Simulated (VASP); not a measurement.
# Li2GaC6 (F-43m) in VASP: a series of runs, part 2 of 2

VASP 6.6.1. The steps go on from the part before.

## Step 3: Single point, PBE

This run uses another cell than the first one, of 20.55 Å³/atom, 1.715 times its volume.

INCAR

```
PREC = Accurate
ENCUT = 520
EDIFF = 1E-6
ISMEAR = 0
SIGMA = 0.1
LREAL = False
LASPH = True
NELM = 100
ALGO = Normal
ISIF = 2
LWAVE = False
LCHARG = True
GGA = PE
LELF = True
LVHAR = True
NBANDS = 32
```

KPOINTS

```
regular mesh
0
Gamma
  4 4 4
```

POSCAR

```
Li2GaC6
1.0
    0.0000000000      4.5223572600      4.5223572600
    4.5223572600      0.0000000000      4.5223572600
    4.5223572600      4.5223572600      0.0000000000
Li Ga C
2 1 6
Direct
    0.2500000000      0.2500000000      0.2500000000
    0.5000000000      0.5000000000      0.5000000000
    0.0000000000      0.0000000000      0.0000000000
    0.1284943900      0.8715056100      0.8715056100
    0.8715056100      0.1284943900      0.1284943900
    0.8715056100      0.1284943900      0.8715056100
    0.1284943900      0.8715056100      0.1284943900
    0.8715056100      0.8715056100      0.1284943900
    0.1284943900      0.1284943900      0.8715056100
```

Potentials or basis: VASP PAW PBE potentials, release 64 (Li_sv, Ga_d, C).

Command:

```sh
> cat potpaw_PBE.64/Li_sv/POTCAR potpaw_PBE.64/Ga_d/POTCAR potpaw_PBE.64/C/POTCAR > POTCAR
> mpirun -np 1 vasp_std > vasp.out
```

OUTCAR:

```text
PREC = Accurate
   ENCUT = 520
   EDIFF = 1E-6
   ISMEAR = 0
   LREAL = False
   LASPH = True
   NELM = 100
   ISIF = 2
   GGA = PE

 ion  position               nearest neighbor table
   1  0.250  0.250  0.250-
   2  0.500  0.500  0.500-
   3  0.000  0.000  0.000-   4 1.16   5 1.16   6 1.16   7 1.16   8 1.16   9 1.16
   4  0.128  0.872  0.872-   3 1.16   6 1.64   7 1.64   8 1.64   9 1.64
   5  0.872  0.128  0.128-   3 1.16   6 1.64   7 1.64   8 1.64   9 1.64
   6  0.872  0.128  0.872-   3 1.16   4 1.64   5 1.64   8 1.64   9 1.64
   7  0.128  0.872  0.128-   3 1.16   4 1.64   5 1.64   8 1.64   9 1.64
   8  0.872  0.872  0.128-   3 1.16   4 1.64   5 1.64   6 1.64   7 1.64
   9  0.128  0.128  0.872-   3 1.16   4 1.64   5 1.64   6 1.64   7 1.64

 -----------------------------------------------------------------------------
|                                                                             |
|           W    W    AA    RRRRR   N    N  II  N    N   GGGG   !!!           |
|           W    W   A  A   R    R  NN   N  II  NN   N  G    G  !!!           |
|           W    W  A    A  R    R  N N  N  II  N N  N  G       !!!           |
[... 201 lines left out ...]
      3     -32.5969      2.00000
      4     -32.5969      2.00000
      5     -29.9618      2.00000
      6     -29.9618      2.00000
[... 269 lines left out ...]
     31       5.9546      0.00000
     32       6.3837      0.00000

------------------------ aborting loop because EDIFF is reached ----------------------------------------

  FORCE on cell =-STRESS in cart. coord.  units (eV):
  Direction    XX          YY          ZZ          XY          YZ          ZX
  --------------------------------------------------------------------------------------
  -------------------------------------------------------------------------------------
  Total      219.1774559    219.1774559    219.1774559      0.0000000     -0.0000000      0.0000000
  in kB     1898.3743805   1898.3743805   1898.3743805      0.0000000     -0.0000000      0.0000000
  external PRESSURE =    1898.3743805 kB  Pullay stress =       0.0000000 kB

 VOLUME and BASIS-vectors are now :
 -----------------------------------------------------------------------------
  energy-cutoff  :      520.00
  volume of cell :      184.98
      direct lattice vectors                 reciprocal lattice vectors
     0.000000000  4.522357260  4.522357260    -0.110561809  0.110561809  0.110561809
     4.522357260  0.000000000  4.522357260     0.110561809 -0.110561809  0.110561809
     4.522357260  4.522357260  0.000000000     0.110561809  0.110561809 -0.110561809

 POSITION                                       TOTAL-FORCE (eV/Angst)
 -----------------------------------------------------------------------------------
      2.26118      2.26118      2.26118         0.000000      0.000000      0.000000
      4.52236      4.52236      4.52236         0.000000      0.000000      0.000000
      0.00000      0.00000      0.00000         0.000000      0.000000      0.000000
      7.88252      4.52236      4.52236       -96.768123      0.000000      0.000000
      1.16220      4.52236      4.52236        96.768123      0.000000      0.000000
      4.52236      7.88252      4.52236        -0.000000    -96.768123      0.000000
      4.52236      1.16220      4.52236        -0.000000     96.768123      0.000000
      4.52236      4.52236      7.88252        -0.000000      0.000000    -96.768123
      4.52236      4.52236      1.16220        -0.000000      0.000000     96.768123
 -----------------------------------------------------------------------------------
    total drift:                               -0.000000     -0.000000      0.000000

  FREE ENERGIE OF THE ION-ELECTRON SYSTEM (eV)
  ---------------------------------------------------
  free  energy   TOTEN  =        87.4632593828 eV

  energy  without entropy=       87.6202863185  energy(sigma->0) =       87.54177285
```

OSZICAR:

```text
N       E                     dE             d eps       ncg     rms          rms(c)
DAV:   1     0.504081031319E+03    0.50408E+03   -0.20884E+04   600   0.149E+03
DAV:   2     0.119245171707E+03   -0.38484E+03   -0.37182E+03   656   0.447E+02
DAV:   3     0.731167734216E+02   -0.46128E+02   -0.45656E+02   752   0.124E+02
DAV:   4     0.689568662684E+02   -0.41599E+01   -0.40716E+01   856   0.324E+01
DAV:   5     0.684602075160E+02   -0.49666E+00   -0.49597E+00   800   0.739E+00    0.192E+01
DAV:   6     0.834596374804E+02    0.14999E+02   -0.16783E+01   744   0.512E+01    0.111E+01
DAV:   7     0.872591010687E+02    0.37995E+01   -0.12376E+01   712   0.204E+01    0.497E+00
DAV:   8     0.872246163121E+02   -0.34485E-01   -0.33314E+00   752   0.254E+01    0.188E+00
DAV:   9     0.874791751457E+02    0.25456E+00   -0.85294E-01   664   0.130E+01    0.437E-01
DAV:  10     0.874658374857E+02   -0.13338E-01   -0.85393E-02   776   0.225E+00    0.211E-01
DAV:  11     0.874636973661E+02   -0.21401E-02   -0.28346E-02   680   0.224E+00    0.165E-01
DAV:  12     0.874631262816E+02   -0.57108E-03   -0.82860E-03   632   0.126E+00    0.624E-02
DAV:  13     0.874632893324E+02    0.16305E-03   -0.20744E-03   704   0.745E-01    0.246E-02
DAV:  14     0.874632602604E+02   -0.29072E-04   -0.38125E-04   672   0.127E-01    0.753E-03
DAV:  15     0.874632600741E+02   -0.18628E-06   -0.35207E-05   872   0.706E-02    0.387E-03
DAV:  16     0.874632590070E+02   -0.10671E-05   -0.10928E-05   776   0.282E-02    0.221E-03
DAV:  17     0.874632593828E+02    0.37579E-06   -0.49898E-06   640   0.260E-02
   1 F= 0.87463259E+02 E0= 0.87541773E+02  d E =-.157027E+00
```

It took 54 s on 1 thread of AMD EPYC 9R45 (Zen 5), shared host; peak memory 0.31 GiB.

Results:

```
Free energy   : 87.4633 eV
Largest force : 96.768 eV/Å
```

Forces on the atoms (eV/Å):
```
Li    0.000   0.000   0.000
Li    0.000   0.000   0.000
Ga    0.000   0.000   0.000
C   -96.768   0.000   0.000
C    96.768   0.000   0.000
C     0.000 -96.768   0.000
C     0.000  96.768   0.000
C     0.000   0.000 -96.768
C     0.000   0.000  96.768
```

Levels at points of the mesh, in eV from the Fermi level:
```
           k point  band 20  band 21  band 22  band 23  band 24  band 25
(0.00, 0.00, 0.00)    -1.20     0.06     0.06     0.06     3.17     3.87
(0.50, 0.00, 0.00)    -1.11    -0.03    -0.03     0.06     2.96     3.95
(0.50, 0.50, 0.00)    -1.34    -0.03     0.00     0.00     2.83     3.83
```

Caveat: the cutoff is under 1.25 times the usual one of these potentials, so pressure, stress and relaxed cells hold a basis-set (Pulay) error; forces of over 1 eV/Å act on the atoms, so gaps and moduli don't describe the material at rest.

## Step 4: Single point, PBE, collinear spin, ferromagnetic start

INCAR

```
SYSTEM = Li2GaC6
PREC = Accurate
ENCUT = 520
EDIFF = 1E-6
ISMEAR = 0
SIGMA = 0.1
LREAL = .False.
LASPH = .True.
NELM = 150
ALGO = Normal
ISIF = 2
LWAVE = .False.
LCHARG = .False.
ISPIN = 2
MAGMOM = 0 0 0 1 1 1 1 1 1
LORBIT = 11
GGA = PE
NBANDS = 36
```

KPOINTS

```
regular mesh
0
Gamma
  4 4 4
  0 0 0
```

POSCAR

```
Li2GaC6
1.0
    0.0000000000      3.7781716402      3.7781716402
    3.7781716402      0.0000000000      3.7781716402
    3.7781716402      3.7781716402      0.0000000000
Li Ga C
2 1 6
Direct
    0.7500000000      0.7500000000      0.7500000000
    0.5000000000      0.5000000000      0.5000000000
    0.0000000000      0.0000000000      0.0000000000
    0.2753309717      0.7246690283      0.7246690283
    0.7246690283      0.2753309717      0.2753309717
    0.7246690283      0.7246690283      0.2753309717
    0.2753309717      0.2753309717      0.7246690283
    0.2753309717      0.7246690283      0.2753309717
    0.7246690283      0.2753309717      0.7246690283
```

Command:

```sh
> cat potpaw_PBE.64/Li_sv/POTCAR potpaw_PBE.64/Ga_d/POTCAR potpaw_PBE.64/C/POTCAR > POTCAR
> mpirun -np 1 vasp_std > vasp.out
```

Run time: 56 s. Hardware: 1 thread of AMD EPYC 9R45 (Zen 5), shared host; peak memory 0.27 GiB.

The run converged. Its results:

```yaml
Free_energy: -34.8207 eV
Largest_force: 0.059 eV/Å
Net_moment: 0.00 μB per cell
Valence_electrons_inside_the_program's_atomic_spheres: Li 2.04, 2.53; Ga 11.90; C 2.11
```

Forces on the atoms (eV/Å):
```
Li   0.000  0.000  0.000
Li   0.000  0.000  0.000
Ga   0.000  0.000  0.000
C    0.059  0.000  0.000
C   -0.059  0.000  0.000
C    0.000  0.000  0.059
C    0.000  0.000 -0.059
C    0.000 -0.059  0.000
C    0.000  0.059  0.000
```

Levels at points of the mesh, in eV from the Fermi level:
Spin up:
```
           k point  band 18  band 19  band 20  band 21  band 22  band 23
(0.00, 0.00, 0.00)    -3.28    -3.28    -3.28     1.41     1.41     1.41
(0.50, 0.00, 0.00)    -1.54    -1.39    -1.39    -0.31    -0.31    -0.17
(0.50, 0.50, 0.00)    -2.51    -1.12    -1.12    -0.20     0.08     0.24
```
Spin down:
```csv
k point,band 17,band 18,band 19,band 20,band 21,band 22,band 23,band 24
"(0.00, 0.00, 0.00)",-4.36,-3.28,-3.28,-3.28,1.41,1.41,1.41,2.40
"(0.50, 0.00, 0.00)",-2.20,-1.54,-1.39,-1.39,-0.31,-0.31,-0.17,0.20
"(0.50, 0.50, 0.00)",-2.65,-2.51,-1.13,-1.12,-0.20,0.08,0.24,0.24
```

Caveat: the k points lie up to 0.36 Å⁻¹ apart; the cutoff is under 1.25 times the usual one of these potentials, so pressure, stress and relaxed cells hold a basis-set (Pulay) error.

## Step 5: Single point, PBE

This run uses another cell than the first one, of 12.03 Å³/atom, 1.004 times its volume.

INCAR

```
SYSTEM = Li2GaC6
PREC = Accurate
ENCUT = 520
EDIFF = 1E-7
ISMEAR = 0
SIGMA = 0.1
LREAL = .False.
LASPH = .True.
NELM = 100
ALGO = Normal
ISIF = 2
LWAVE = .False.
LCHARG = .False.
GGA = PE
NBANDS = 32
```

KPOINTS

```
Automatic mesh
0
Gamma
  10 10 10
  0 0 0
```

POSCAR

```
Li2GaC6
1.0
    0.0000000000      3.7830169495      3.7830169495
    3.7830169495      0.0000000000      3.7830169495
    3.7830169495      3.7830169495      0.0000000000
Li Ga C
2 1 6
Direct
    0.7500000000      0.7500000000      0.7500000000
    0.5000000000      0.5000000000      0.5000000000
    0.0000000000      0.0000000000      0.0000000000
    0.2750735664      0.7249264336      0.7249264336
    0.7249264336      0.2750735664      0.2750735664
    0.7249264336      0.7249264336      0.2750735664
    0.2750735664      0.2750735664      0.7249264336
    0.2750735664      0.7249264336      0.2750735664
    0.7249264336      0.2750735664      0.7249264336
```

Command:

```sh
> cat potpaw_PBE.64/Li_sv/POTCAR potpaw_PBE.64/Ga_d/POTCAR potpaw_PBE.64/C/POTCAR > POTCAR
> mpirun -np 1 vasp_std > vasp.out
```

It took 2.1 min on 1 thread of AMD EPYC 9R45 (Zen 5), shared host; peak memory 0.29 GiB.

Results (log left out):

```yaml
Free_energy: -34.7130 eV
Largest_force: 0.062 eV/Å
```

Forces on the atoms (eV/Å):
```
Li   0.000  0.000  0.000
Li   0.000  0.000  0.000
Ga   0.000  0.000  0.000
C    0.062  0.000  0.000
C   -0.062  0.000  0.000
C    0.000  0.000  0.062
C    0.000  0.000 -0.062
C    0.000 -0.062  0.000
C    0.000  0.062  0.000
```

Levels at points of the mesh, in eV from the Fermi level:
| k point | band 18 | band 19 | band 20 | band 21 | band 22 | band 23 | band 24 | band 25 |
| --- | --- | --- | --- | --- | --- | --- | --- | --- |
| (0.00, 0.00, 0.00) | -3.36 | -3.36 | -3.36 | 1.31 | 1.31 | 1.31 | 2.30 | 2.30 |
| (0.50, 0.00, 0.00) | -1.62 | -1.48 | -1.48 | -0.40 | -0.40 | -0.28 | 0.10 | 0.10 |
| (0.50, 0.50, 0.00) | -2.61 | -1.19 | -1.19 | -0.30 | -0.02 | 0.14 | 0.14 | 0.36 |

Caveat: the cutoff is under 1.25 times the usual one of these potentials, so pressure, stress and relaxed cells hold a basis-set (Pulay) error.

## Step 6: Summary

| spin | cell | k mesh | gap on the mesh (eV) | largest force (eV/Å) |
| --- | --- | --- | --- | --- |
| off | a = 5.343 Å, angles 60.0°, 9 atoms | 4 × 4 × 4 | none | 0.06 |
| off | a = 6.396 Å, angles 60.0°, 9 atoms | 4 × 4 × 4 | none | 96.77 |
| collinear, ferromagnetic start | a = 5.343 Å, angles 60.0°, 9 atoms | 4 × 4 × 4 | none | 0.06 |
| off | a = 5.350 Å, angles 60.0°, 9 atoms | 10 × 10 × 10 | none | 0.06 |

Alike in all rows: task single point; level PBE; potentials or basis VASP PAW PBE potentials, release 64 (Li_sv, Ga_d, C); cutoff (eV) 520; smearing gaussian 0.1 eV.

Caveats: some runs use coarse meshes; the cutoff is under 1.25 times the usual one of these potentials, so pressure, stress and relaxed cells hold a basis-set (Pulay) error; forces of over 1 eV/Å act on the atoms, so gaps and moduli don't describe the material at rest (some runs).

Absolute energies hang on the potentials; compare differences alone.
